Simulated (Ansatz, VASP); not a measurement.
Sn4CO5: VASP beside Ansatz

INCAR

```
SYSTEM = Sn4CO5
PREC = Accurate
ENCUT = 520
EDIFF = 1E-6
ISMEAR = 0
SIGMA = 0.1
LREAL = .False.
LASPH = .True.
NELM = 60
ALGO = Normal
ISIF = 2
LWAVE = .False.
LCHARG = .False.
LDIPOL = .True.
IDIPOL = 3
DIPOL = 0.5 0.5 0.318
GGA = PE
IVDW = 12
NBANDS = 56
```

The input KPOINTS:

```
Automatic mesh
0
Gamma
  7 5 1
  0 0 0
```

Contents of POSCAR:

```
Sn4CO5
1.0
    3.8363720854      0.0000000000      0.0000000000
    0.0000000000      6.1139355937      0.0000000000
    0.0000000000      0.0000000000     23.2716647157
O Sn C
5 4 1
Direct
    0.0000000000      0.3937311051      0.1718828476
    0.5000000000      0.5905966576      0.2360622870
    0.0000000000      0.7891442786      0.2999263603
    0.5000000000      0.9914786678      0.3618849282
    0.5000000000      0.9914786678      0.4950941351
    0.5000000000      0.2462583311      0.2031056929
    0.0000000000      0.7380694316      0.2048394417
    0.5000000000      0.6484830883      0.3341121374
    0.0000000000      0.1189669940      0.3308043554
    0.5000000000      0.9914786678      0.5445104538
```

Input for Ansatz:

```yaml
crystal:
  lattice:
    - [3.8363720854, 0.0, 0.0]
    - [0.0, 6.1139355937, 0.0]
    - [0.0, 0.0, 23.2716647157]
  atoms:
    - { symbol: O, position: [0.0, 0.3937311051, 0.1718828476] }
    - { symbol: Sn, position: [0.5, 0.2462583311, 0.2031056929] }
    - { symbol: Sn, position: [0.0, 0.7380694316, 0.2048394417] }
    - { symbol: O, position: [0.5, 0.5905966576, 0.236062287] }
    - { symbol: O, position: [0.0, 0.7891442786, 0.2999263603] }
    - { symbol: Sn, position: [0.5, 0.6484830883, 0.3341121374] }
    - { symbol: Sn, position: [0.0, 0.118966994, 0.3308043554] }
    - { symbol: O, position: [0.5, 0.9914786678, 0.3618849282] }
    - { symbol: O, position: [0.5, 0.9914786678, 0.4950941351] }
    - { symbol: C, position: [0.5, 0.9914786678, 0.5445104538] }
basis:
  ecutwfc: 420
kpoints:
  mp_grid: { grid: [7, 5, 1] }
hamiltonian:
  xc: pbe
  pseudopotentials: { kind: paw, azcp: { folder: soft_1 } }
  dispersion: d3bj
scf:
  occupations: { method: gaussian, width: 0.1 }
output:
  forces: true
  eigenvalues: true
efield:
  axis: 3
  dipole_correction: true
  ramp_width: 0.04
```

Alike in both runs: task single point; functional PBE; dispersion D3(BJ); k mesh 7 × 5 × 1; occupations gaussian, width 0.1 eV; no spin polarisation.

```csv
,VASP,Ansatz
version,VASP 6.6.1,Ansatz 0.2.0
potentials or method,"VASP PAW PBE potentials, release 64 (O, Sn_d, C), cutoff 520 eV","scalar-relativistic, plane waves, PAW"
valence electrons in the cell,90,90
```

|  | VASP | Ansatz | Ansatz less VASP |
| --- | --- | --- | --- |
| gap on the k mesh at the Fermi level (eV) | 0.90 | 0.91 | +0.013 |
| least direct gap on the mesh (eV) | 0.95 | 0.96 | +0.015 |
| rms of the force components (eV/Å) | 0.367 | 0.519 | +0.1514 |

Noted on VASP's run: the standard files for N, O and F lose accuracy on very short bonds.
